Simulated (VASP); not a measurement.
Wanted: the native input for a VASP 6.6.1 run.

```
Task                   : single point
Functional             : r2SCAN
Potentials or basis    : VASP PAW PBE potentials, release 64 (Pt)
Cutoff                 : 520 eV
k mesh                 : 18 × 18 × 10
Occupations            : gaussian, width 0.15 eV
Spin                   : no spin polarisation
Dipole correction      : no
Further INCAR settings : ALGO = Normal; EDIFF = 1e-06; NBANDS = 17
```

Pt:

```xyz
2
Lattice="2.6226 0.0000 0.0000 -1.3113 2.2713 0.0000 0.0000 0.0000 5.0317" Properties=species:S:1:pos:R:3 pbc="T T T"
Pt    1.3113    0.7571    3.7738
Pt    0.0000    1.5142    1.2579
```

This cell differs from its parent crystal: strain -0.050 along x and y, +0.050 along z.

These files were run (other wordings do the same):

POSCAR

```
Pt
1.0
    2.6226323350      0.0000000000      0.0000000000
   -1.3113161675      2.2712662269      0.0000000000
    0.0000000000      0.0000000000      5.0317407000
Pt
2
Direct
    0.6666666667      0.3333333333      0.7500000000
    0.3333333333      0.6666666667      0.2500000000
```

INCAR.step1

```
ALGO     = Normal         # electronic algorithm
EDIFF    = 1E-4           # SCF threshold, eV
ENCUT    = 520            # plane-wave cutoff, eV
GGA      = PE             # functional
ISMEAR   = 0              # smearing method
LASPH    = T              # aspherical terms in the spheres
LCHARG   = F              # write CHGCAR
LREAL    = F              # projectors in reciprocal space
LWAVE    = T              # write WAVECAR
NBANDS   = 17             # bands
NELM     = 80             # most SCF steps
PREC     = Accurate       # precision mode
SIGMA    = 0.15           # smearing width, eV
```

INCAR.step2

```
ALGO     = Normal         # electronic algorithm
EDIFF    = 1E-6           # SCF threshold, eV
ENCUT    = 520            # plane-wave cutoff, eV
ISIF     = 2              # what is computed and relaxed
ISMEAR   = 0              # smearing method
ISTART   = 1            
LASPH    = T              # aspherical terms in the spheres
LCHARG   = T              # write CHGCAR
LELF     = T              # ELF
LMIXTAU  = T            
LREAL    = F              # projectors in reciprocal space
LVHAR    = T            
LWAVE    = F              # write WAVECAR
METAGGA  = R2SCAN         # meta-GGA
NBANDS   = 17             # bands
NELM     = 80             # most SCF steps
PREC     = Accurate       # precision mode
SIGMA    = 0.15           # smearing width, eV
```

KPOINTS

```
k-points
0
Gamma
  18 18 10
```

Potentials or basis: VASP PAW PBE potentials, release 64 (Pt).

Launch:

```console
$ cat potpaw_PBE.64/Pt/POTCAR > POTCAR
$ cp INCAR.step1 INCAR
$ mpirun -np 1 vasp_std > vasp.out
$ cp INCAR.step2 INCAR
$ mpirun -np 1 vasp_std > vasp.out
```

Results of the run:

```json
{
 "Pressure": "16.3 GPa",
 "Band gap on the k mesh": "zero (bands 10 and 11 overlap by 1.85 eV)"
}
```

Caveat: the cell differs from its parent crystal (strain -0.050 along x and y, +0.050 along z); the cell stands under pressure; the PAW data sets were made with another functional, which shifts forces and pressure a little; spin-orbit coupling is left out, which moves the levels of the heavy elements.

Wall time 3.2 min on 1 thread of Intel(R) Xeon(R) Platinum 8559C (Emerald Rapids), with other jobs on the host, peak memory 0.21 GiB.
